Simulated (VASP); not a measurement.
**Si: single point with PBEsol**

Si:

```
Si
1.0
     2.55390    2.55390    0.00000
    -2.73086    2.73086    0.00000
     0.00000    0.00000    5.54728
Si
4
Direct
  0.00000 0.50000 0.25481
  0.00000 0.00000 0.49519
  0.50000 0.00000 0.75481
  0.50000 0.50000 0.99519
```

This cell differs from its parent crystal: uniaxial strain along a: -6.0 %, then relaxed in part.

```yaml
Program: VASP 6.6.1
Task: single point
Functional: PBEsol
Potentials_or_basis: VASP PAW PBE potentials, release 64 (Si)
Cutoff: 520 eV
k_mesh: 10 × 10 × 8
Occupations: gaussian, width 0.02 eV
Spin: no spin polarisation
```

The pressure is 3.5 GPa and the largest force is 0.004 eV/Å. The band gap on the k mesh is zero (bands 8 and 9 overlap by 0.25 eV).

Forces in eV/Å, atoms in the order of the input:
```
Si   0.000  0.000  0.004
Si   0.000  0.000 -0.004
Si   0.000  0.000  0.004
Si   0.000  0.000 -0.004
```

Stress tensor (GPa, compression positive):
```
5.24 5.15 0.00
5.15 5.24 0.00
0.00 0.00 0.12
```

Levels at points of the mesh, in eV from the Fermi level:
| k point | band 4 | band 5 | band 6 | band 7 | band 8 | band 9 | band 10 | band 11 | band 12 | band 13 |
| --- | --- | --- | --- | --- | --- | --- | --- | --- | --- | --- |
| (0.00, 0.00, 0.00) | -3.48 | -2.49 | -0.59 | -0.57 | -0.05 | 0.24 | 1.02 | 1.80 | 1.98 | 2.59 |
| (0.50, 0.00, 0.00) | -5.92 | -4.38 | -4.38 | -1.73 | -1.73 | 2.02 | 2.02 | 4.29 | 4.29 | 4.33 |
| (0.00, 0.50, 0.00) | -6.06 | -4.49 | -4.49 | -1.02 | -1.02 | 2.77 | 2.77 | 4.77 | 4.77 | 4.79 |
| (0.50, 0.50, 0.00) | -8.14 | -3.39 | -3.39 | -3.39 | -3.39 | 0.08 | 0.08 | 0.08 | 0.08 | 9.57 |
| (0.00, 0.00, 0.50) | -4.12 | -2.52 | -2.52 | -1.58 | -1.58 | 0.87 | 0.87 | 2.78 | 2.78 | 5.27 |
| (0.50, 0.00, 0.50) | -7.41 | -1.84 | -1.84 | -1.61 | -1.61 | 0.92 | 0.92 | 2.74 | 2.74 | 2.85 |
| (0.00, 0.50, 0.50) | -7.58 | -1.76 | -1.76 | -0.91 | -0.91 | 1.34 | 1.34 | 3.08 | 3.08 | 3.50 |
| (0.50, 0.50, 0.50) | -7.98 | -4.35 | -4.35 | -4.35 | -4.35 | 3.46 | 3.46 | 3.46 | 3.46 | 4.31 |

Run time: 2 min on 1 thread of AMD EPYC 7R13 Processor (Zen 3) (shared host), peak memory 0.25 GiB.

Caveat: the cell differs from its parent crystal (uniaxial strain along a: -6.0 %, then relaxed in part); the stress differs along the axes, from 0 to 5 GPa; semilocal functionals underestimate gaps, and a narrow one can read as zero; the PAW data sets were made with another functional, which shifts forces and pressure a little.
